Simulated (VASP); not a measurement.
# NdAgO4 (P4/mmm) in VASP: a series of runs

NdAgO4 is run at these levels: PBE; tasks: single point, relaxation of cell and atoms.

Program: VASP 6.6.1. These are calculated values, not measurements. Logs are shortened: lines on timing, memory, paths and dates and some standing lists are left out, and cuts for length are marked.

### Step 1. The cell of the first run

The structure is tetragonal, space group P4/mmm (No. 123). The conventional cell has a = 3.874 Å, b = 3.874 Å, c = 5.377 Å, α = 90.00°, β = 90.00°, γ = 90.00°. Within 3.2 Å of Nd (site symmetry 4/mmm) lie 8 O at 2.42 Å. Ag (site symmetry 4/mmm) has 8 O at 2.30 Å within 3.0 Å. Within 3.0 Å of O (site symmetry 2mm) lie 2 Ag at 2.30 Å and 2 Nd at 2.42 Å and 6 O at 2.47 to 2.90 Å.

The cell was generated, and may not be a known phase.

### Step 2. Single point, PBE, collinear spin

INCAR

```
PREC = Accurate
ENCUT = 520
EDIFF = 1E-6
ISMEAR = 0
SIGMA = 0.1
LREAL = False
LASPH = True
NELM = 150
ALGO = Normal
ISIF = 2
LWAVE = False
LCHARG = False
ISPIN = 2
MAGMOM = 0 1 0 0 0 0
LORBIT = 11
LMAXMIX = 6
GGA = PE
NBANDS = 38
```

KPOINTS

```
regular mesh
0
Gamma
  4 4 4
```

POSCAR

```
NdAgO4
1.0
    3.8740199967      0.0000000000      0.0000000000
    0.0000000000      3.8740199967      0.0000000000
    0.0000000000      0.0000000000      5.3770146539
Nd Ag O
1 1 4
Direct
    0.0000000000      0.0000000000      0.0000000000
    0.5000000000      0.5000000000      0.5000000000
    0.5000000000      0.0000000000      0.7299959745
    0.0000000000      0.5000000000      0.2700040255
    0.5000000000      0.0000000000      0.2700040255
    0.0000000000      0.5000000000      0.7299959745
```

Potentials or basis: VASP PAW PBE potentials, release 64 (Nd, Ag, O).

Command:

```console
$ cat potpaw_PBE.64/Nd/POTCAR potpaw_PBE.64/Ag/POTCAR potpaw_PBE.64/O/POTCAR > POTCAR
$ mpirun -np 1 vasp_std > vasp.out
```

OUTCAR:

```text
PREC = Accurate
   ENCUT = 520
   EDIFF = 1E-6
   ISMEAR = 0
   LREAL = False
   LASPH = True
   NELM = 150
   ISIF = 2
   ISPIN = 2
   LORBIT = 11
   GGA = PE

 ion  position               nearest neighbor table
   1  0.000  0.000  0.000-   3 2.42   4 2.42   5 2.42   6 2.42   4 2.42   6 2.42   3 2.42   5 2.42

   2  0.500  0.500  0.500-   3 2.30   4 2.30   5 2.30   6 2.30   3 2.30   5 2.30   4 2.30   6 2.30

   3  0.500  0.000  0.730-   2 2.30   2 2.30   1 2.42   1 2.42
   4  0.000  0.500  0.270-   2 2.30   2 2.30   1 2.42   1 2.42
   5  0.500  0.000  0.270-   2 2.30   2 2.30   1 2.42   1 2.42
   6  0.000  0.500  0.730-   2 2.30   2 2.30   1 2.42   1 2.42

  LATTYP: Found a simple tetragonal cell.
 ALAT       =     3.8740199967
 C/A-ratio  =     1.3879677076

  Lattice vectors:

 A1 = (   3.8740199967,   0.0000000000,   0.0000000000)
 A2 = (   0.0000000000,   3.8740199967,   0.0000000000)
 A3 = (   0.0000000000,   0.0000000000,   5.3770146539)

Analysis of symmetry for initial positions (statically):
=====================================================================
 Subroutine PRICEL returns:
 Original cell was already a primitive cell.

 Routine SETGRP: Setting up the symmetry group for a
 simple tetragonal supercell.

 Subroutine GETGRP returns: Found 16 space group operations
 (whereof 16 operations were pure point group operations)
 out of a pool of 16 trial point group operations.

The static configuration has the point symmetry D_4h.

Analysis of symmetry for dynamics (positions and initial velocities):
=====================================================================
 Subroutine PRICEL returns:
 Original cell was already a primitive cell.

 Routine SETGRP: Setting up the symmetry group for a
 simple tetragonal supercell.

 Subroutine GETGRP returns: Found 16 space group operations
 (whereof 16 operations were pure point group operations)
 out of a pool of 16 trial point group operations.

The dynamic configuration has the point symmetry D_4h.

Analysis of structural, dynamic, and magnetic symmetry:
=====================================================================
 Subroutine PRICEL returns:
 Original cell was already a primitive cell.

 Routine SETGRP: Setting up the symmetry group for a
 simple tetragonal supercell.

 Subroutine GETGRP returns: Found 16 space group operations
 (whereof 16 operations were pure point group operations)
 out of a pool of 16 trial point group operations.

The overall configuration has the point symmetry D_4h.

 Subroutine INISYM returns: Found 16 space group operations
 (whereof 16 operations are pure point group operations),
 and found     1 'primitive' translations

----------------------------------------------------------------------------------------

                                     Primitive cell

  volume of cell :      80.6984

  direct lattice vectors                    reciprocal lattice vectors
     3.874019997  0.000000000  0.000000000     0.258129798  0.000000000  0.000000000
     0.000000000  3.874019997  0.000000000     0.000000000  0.258129798  0.000000000
     0.000000000  0.000000000  5.377014654     0.000000000  0.000000000  0.185976804

  length of vectors
     3.874019997  3.874019997  5.377014654     0.258129798  0.258129798  0.185976804

  position of ions in fractional coordinates (direct lattice)
     0.000000000  0.000000000  0.000000000
     0.500000000  0.500000000  0.500000000
     0.500000000  0.000000000  0.729995974
     0.000000000  0.500000000  0.270004026
     0.500000000  0.000000000  0.270004026
     0.000000000  0.500000000  0.729995974

  ion indices of the primitive-cell ions
   primitive index   ion index
                 1           1
                 2           2
                 3           3
                 4           4
                 5           5
                 6           6

[... 32 lines left out ...]
  0.500000  0.250000  0.000000      4.000000
  0.500000  0.500000  0.000000      1.000000
[... 10 lines left out ...]
  0.500000  0.250000  0.500000      4.000000
  0.500000  0.500000  0.500000      1.000000
   k-points           NKPTS =     18   k-points in BZ     NKDIM =     18   number of bands    NBANDS=     38
   number of dos      NEDOS =    301   number of ions     NIONS =      6
   total plane-waves  NPLWV =  36000
   dimension x,y,z NGX =    30 NGY =   30 NGZ =   40
   dimension x,y,z NGXF=    60 NGYF=   60 NGZF=   80
   ions per type =               1   1   4
   NGX,Y,Z   is equivalent  to a cutoff of  12.87, 12.87, 12.37 a.u.
   NGXF,Y,Z  is equivalent  to a cutoff of  25.75, 25.75, 24.73 a.u.
 SYSTEM =  unknown system
   PREC   = accura    normal or accurate (medium, high low for compatibility)
   ISTART =      0    job   : 0-new  1-cont  2-samecut
   ICHARG =      2    charge: 1-file 2-atom 10-const
   ISPIN  =      2    spin polarized calculation?
   LNONCOLLINEAR =      F non collinear calculations
   LSORBIT =      F    spin-orbit coupling
   LASPH  =      T    aspherical Exc in radial PAW
   ENCUT  =  520.0 eV  38.22 Ry    6.18 a.u.   7.20  7.20 10.00*2*pi/ulx,y,z
   NELM   =    150;   NELMIN=  2; NELMDL= -5     # of ELM steps
   EDIFF  = 0.1E-05   stopping-criterion for ELM
   LREAL  =      F    real-space projection
   EDIFFG = 0.1E-04   stopping-criterion for IOM
   NSW    =      0    number of steps for IOM
   IBRION =     -1    ionic relax: 0-MD 1-quasi-New 2-CG
   NFREE  =      0    steps in history (QN), initial steepest desc. (CG)
   ISIF   =      2    stress and relaxation
   ISYM   =      2    0-nonsym 1-usesym 2-fastsym
   POTIM  = 0.5000    time-step for ionic-motion
   TEBEG  =    0.0;   TEEND  =   0.0 temperature during run
   PSTRESS=    0.0 pullay stress
   NELECT =      49.0000    total number of electrons
   NUPDOWN=      -1.0000    fix difference up-down
   EMIN   =  10.00;   EMAX   =-10.00  energy-range for DOS
   EFERMI =   0.00;   METHOD = LEGACY
   ISMEAR =     0;   SIGMA  =   0.10  broadening in eV -4-tet -1-fermi 0-gaus
   EFERMI_NEDOS =   21; number of points for ismear=-14 and -15
   IALGO  =     38    algorithm
   IMIX   =      4    mixing-type and parameters
     AMIX     =   0.40;   BMIX     =  1.00
     AMIX_MAG =   1.60;   BMIX_MAG =  1.00
  volume/ion in A,a.u.               =      13.45        90.76
  Fermi-wavevector in a.u.,A,eV,Ry     =   1.386283  2.619695 26.147410  1.921780
  Thomas-Fermi vector in A             =   2.510613
   LORBIT       =     11    0 simple, 1 ext, 2 COOP (PROOUT), +10 PAW based schemes
   GGA     = PE    functional components
   LHFCALC =     F    Hartree Fock is set to
   AEXX    =    0.0000 exact exchange contribution
   IVDW    =     0    specifies the selected vdW correction
   LEPSILON=     F    determine dielectric tensor
   LRPA    =     F    only Hartree local field effects (RPA)
 spin polarized calculation
 Gauss-broadening in eV      SIGMA  =   0.10
  energy-cutoff  :      520.00
  volume of cell :       80.70
 maximum number of plane-waves:      2192
 NGX is ok and might be reduce to    30
   NGX = 15   NGY = 15   NGZ = 19

 number of electron      49.0000029 magnetization       0.0275813

 number of electron      49.0000028 magnetization      -0.5507661

 Free energy of the ion-electron system (eV)
  ---------------------------------------------------
  ext. energy  EPLUGINS =         0.00000000
  ---------------------------------------------------
  free energy    TOTEN  =       -34.99371335 eV

  energy without entropy =      -34.94291668  energy(sigma->0) =      -34.96831502

 E-fermi :   3.2586     XC(G=0): -10.8837

 val. band max:        3.2583726640   @ k =   0.2500   0.2500   0.2500
 cond. band min:       3.2672645969   @ k =   0.5000   0.0000   0.0000
 fundamental gap:      0.0088919330
 Fermi energy:         3.2585508456

 spin component 1

 k-point     1 :       0.0000    0.0000    0.0000
  band No.  band energies     occupation
      1     -32.6076      1.00000
      2     -15.2501      1.00000
      3     -14.1333      1.00000
      4     -13.5709      1.00000
      5     -13.5709      1.00000
      6     -13.2085      1.00000
[... 691 lines left out ...]
     35      11.1433      0.00000
     36      11.1433      0.00000
 Fermi energy:         3.2585508456

 spin component 2

 k-point     1 :       0.0000    0.0000    0.0000
  band No.  band energies     occupation
      1     -32.5431      1.00000
      2     -15.3377      1.00000
      3     -14.3461      1.00000
      4     -13.5291      1.00000
      5     -13.5291      1.00000
      6     -13.4390      1.00000
[... 691 lines left out ...]
     35      11.0616      0.00000
     36      11.0616      0.00000
 [bands above 36 left out]

------------------------ aborting loop because EDIFF is reached ----------------------------------------

  FORCE on cell =-STRESS in cart. coord.  units (eV):
  Direction    XX          YY          ZZ          XY          YZ          ZX
  --------------------------------------------------------------------------------------
  -------------------------------------------------------------------------------------
  Total       -4.8249333     -4.8249333     -5.5043720      0.0000000      0.0000000      0.0000000
  in kB      -95.7937036    -95.7937036   -109.2832059      0.0000000      0.0000000      0.0000000
  external PRESSURE =    -100.2902044 kB  Pullay stress =       0.0000000 kB

 VOLUME and BASIS-vectors are now :
 -----------------------------------------------------------------------------
  energy-cutoff  :      520.00
  volume of cell :       80.70
      direct lattice vectors                 reciprocal lattice vectors
     3.874019997  0.000000000  0.000000000     0.258129798  0.000000000  0.000000000
     0.000000000  3.874019997  0.000000000     0.000000000  0.258129798  0.000000000
     0.000000000  0.000000000  5.377014654     0.000000000  0.000000000  0.185976804

 POSITION                                       TOTAL-FORCE (eV/Angst)
 -----------------------------------------------------------------------------------
      0.00000      0.00000      0.00000        -0.000000     -0.000000      0.000000
      1.93701      1.93701      2.68851        -0.000000     -0.000000      0.000000
      1.93701      0.00000      3.92520        -0.000000      0.000000      1.538908
      0.00000      1.93701      1.45182         0.000000     -0.000000     -1.538908
      1.93701      0.00000      1.45182         0.000000      0.000000     -1.538908
      0.00000      1.93701      3.92520        -0.000000     -0.000000      1.538908
 -----------------------------------------------------------------------------------
    total drift:                                0.000000      0.000000      0.000000

  FREE ENERGIE OF THE ION-ELECTRON SYSTEM (eV)
  ---------------------------------------------------
  free  energy   TOTEN  =       -34.9937133533 eV

  energy  without entropy=      -34.9429166803  energy(sigma->0) =      -34.96831502

 total charge

# of ion       s       p       d       f       tot
--------------------------------------------------
    1        1.965   5.317   0.526   2.899  10.707
    2        0.286   0.311   8.941   0.000   9.537
    3        1.594   3.263   0.000   0.000   4.857
    4        1.594   3.263   0.000   0.000   4.857
    5        1.594   3.263   0.000   0.000   4.857
    6        1.594   3.263   0.000   0.000   4.857
--------------------------------------------------
tot          8.625  18.680   9.466   2.899  39.670

 magnetization (x)

# of ion       s       p       d       f       tot
--------------------------------------------------
    1       -0.000  -0.009   0.006   0.134   0.131
    2        0.003   0.002  -0.111   0.000  -0.106
    3       -0.002  -0.124   0.000   0.000  -0.126
    4       -0.002  -0.124   0.000   0.000  -0.126
    5       -0.002  -0.124   0.000   0.000  -0.126
    6       -0.002  -0.124   0.000   0.000  -0.126
--------------------------------------------------
tot         -0.005  -0.503  -0.105   0.134  -0.478
```

Run time: 27 min. Hardware: 1 thread of Oxide Virtual Turin-like, shared host; peak memory 0.24 GiB.

Results:

- Free energy: -34.9937 eV
- Pressure: -10.0 GPa
- Largest force: 1.539 eV/Å
- Net moment: -0.55 μB per cell
- Site moments: Nd +0.13; Ag -0.11; O -0.13 μB
- Valence electrons inside the program's atomic spheres: Nd 10.71; Ag 9.54; O 4.86

Forces in eV/Å, atoms in the order of the input:
```
Nd   0.000  0.000  0.000
Ag   0.000  0.000  0.000
O    0.000  0.000  1.539
O    0.000  0.000 -1.539
O    0.000  0.000 -1.539
O    0.000  0.000  1.539
```

Stress tensor (GPa, compression positive):
```
 -9.58   0.00   0.00
  0.00  -9.58   0.00
  0.00   0.00 -10.93
```

Levels at points of the mesh, in eV from the Fermi level:
Spin up:
```
           k point  band 20  band 21  band 22  band 23  band 24  band 25  band 26  band 27  band 28  band 29
(0.00, 0.00, 0.00)    -1.12    -0.84    -0.83    -0.77     0.34     0.34     0.52     0.52     0.72     0.72
(0.50, 0.00, 0.00)    -1.16    -1.12    -0.58    -0.35    -0.25     0.01     0.21     0.30     0.32     0.51
(0.50, 0.50, 0.00)    -1.16    -0.97    -0.24    -0.04    -0.04    -0.02    -0.02     0.23     0.30     0.30
(0.00, 0.00, 0.50)    -1.16    -0.98    -0.98    -0.43    -0.11    -0.11     0.39     0.57     0.57     0.85
(0.50, 0.00, 0.50)    -1.37    -1.35    -1.17    -0.98    -0.16    -0.05     0.15     0.20     0.33     0.50
(0.50, 0.50, 0.50)    -1.06    -0.78    -0.51    -0.51    -0.35    -0.02    -0.02     0.21     0.57     0.57
```
Spin down:
| k point | band 21 | band 22 | band 23 | band 24 | band 25 | band 26 | band 27 | band 28 | band 29 | band 30 |
| --- | --- | --- | --- | --- | --- | --- | --- | --- | --- | --- |
| (0.00, 0.00, 0.00) | -0.98 | -0.95 | -0.73 | -0.13 | 0.29 | 0.29 | 0.49 | 0.49 | 0.68 | 0.99 |
| (0.50, 0.00, 0.00) | -1.16 | -0.77 | -0.40 | -0.37 | -0.34 | 0.24 | 0.27 | 0.54 | 0.63 | 0.64 |
| (0.50, 0.50, 0.00) | -1.14 | -0.52 | -0.23 | -0.23 | 0.05 | 0.22 | 0.24 | 0.24 | 0.61 | 0.66 |
| (0.00, 0.00, 0.50) | -1.19 | -1.19 | -0.39 | -0.13 | -0.13 | -0.12 | 0.38 | 0.58 | 0.58 | 1.09 |
| (0.50, 0.00, 0.50) | -1.42 | -1.32 | -1.15 | -0.34 | -0.04 | 0.01 | 0.24 | 0.32 | 0.43 | 0.64 |
| (0.50, 0.50, 0.50) | -1.00 | -0.65 | -0.65 | -0.62 | -0.02 | 0.20 | 0.47 | 0.47 | 0.68 | 0.68 |

Caveat: the k points lie up to 0.41 Å⁻¹ apart; the magnetic or orbital state may not be the lowest; spin-orbit coupling is left out, which moves the levels of the heavy elements; semilocal functionals describe open f shells poorly, which spoils levels, moments and volumes; forces of over 1 eV/Å act on the atoms, so gaps and moduli don't describe the material at rest. With open d or f shells a metallic result of PBE can be an artefact of self-interaction; +U or a hybrid may open a gap.

(Part 1 of 2 ends here.)
